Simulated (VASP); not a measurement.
Set up this calculation in VASP 6.6.1, as the native input.

- Task: relaxation of volume and atoms at fixed shape
- Functional: r2SCAN
- Potentials or basis: VASP PAW PBE potentials, release 64 (Cd)
- Cutoff: 600 eV
- k mesh: 10 × 10 × 5
- Occupations: fermi-dirac, width 0.1 eV
- Spin: no spin polarisation
- Dipole correction: no
- Further INCAR settings: ALGO = Normal; EDIFF = 1e-07; IBRION = 2; EDIFFG = -0.03; NSW = 60; ISIF = 8

The system is Cd.

```
CELL_PARAMETERS angstrom
2.97887 0.00000 0.00000
-1.48944 2.57978 0.00000
0.00000 0.00000 5.61765
ATOMIC_POSITIONS crystal
Cd 0.33333 0.66667 0.25000
Cd 0.66667 0.33333 0.75000
```

One way to write it, as run:

POSCAR

```
Cd
1.0
    2.9788700000      0.0000000000      0.0000000000
   -1.4894350000      2.5797770000      0.0000000000
    0.0000000000      0.0000000000      5.6176500000
Cd
2
Direct
    0.3333333333      0.6666666667      0.2500000000
    0.6666666667      0.3333333333      0.7500000000
```

INCAR.step1

```
PREC = Accurate
ENCUT = 600
ISMEAR = -1
SIGMA = 0.1
LREAL = F
LASPH = T
NELM = 60
GGA = PE
ALGO = Normal
EDIFF = 1E-4
LWAVE = T
LCHARG = F
```

INCAR.step2

```
PREC = Accurate
ENCUT = 600
EDIFF = 1E-7
ISMEAR = -1
SIGMA = 0.1
LREAL = F
LASPH = T
NELM = 60
ALGO = Normal
ISIF = 8
LWAVE = F
LCHARG = F
METAGGA = R2SCAN
LMIXTAU = T
IBRION = 2
NSW = 60
EDIFFG = -0.03
ISTART = 1
```

KPOINTS

```
Automatic mesh
0
Gamma
  10 10 5
```

Potentials or basis: VASP PAW PBE potentials, release 64 (Cd).

Command:

```sh
$ cat potpaw_PBE.64/Cd/POTCAR > POTCAR
$ cp INCAR.step1 INCAR
$ mpirun -np 1 vasp_std > vasp.out
$ cp INCAR.step2 INCAR
$ mpirun -np 1 vasp_std > vasp.out
```

Results of the run:

* Relaxed volume: 21.91 Å³/atom
* Relaxed cell: a = 2.994 Å, b = 2.994 Å, c = 5.645 Å, α = 90.00°, β = 90.00°, γ = 120.00°
* Space group after relaxing (to 0.05 Å): P6_3/mmc (No. 194)
* Energy gained by relaxing: 0.6 meV/atom
* Ionic steps: 2
* Pressure after relaxing: -0.1 GPa
* Band gap on the k mesh: zero (band 12 reaches 3.92 eV, above the bottom of band 13 at -0.19 eV)

Caveat: the PAW data sets were made with another functional, which shifts forces and pressure a little.

Run time: 5.8 min on 1 thread of Oxide Virtual Turin-like Processor (shared host), peak memory 0.16 GiB.
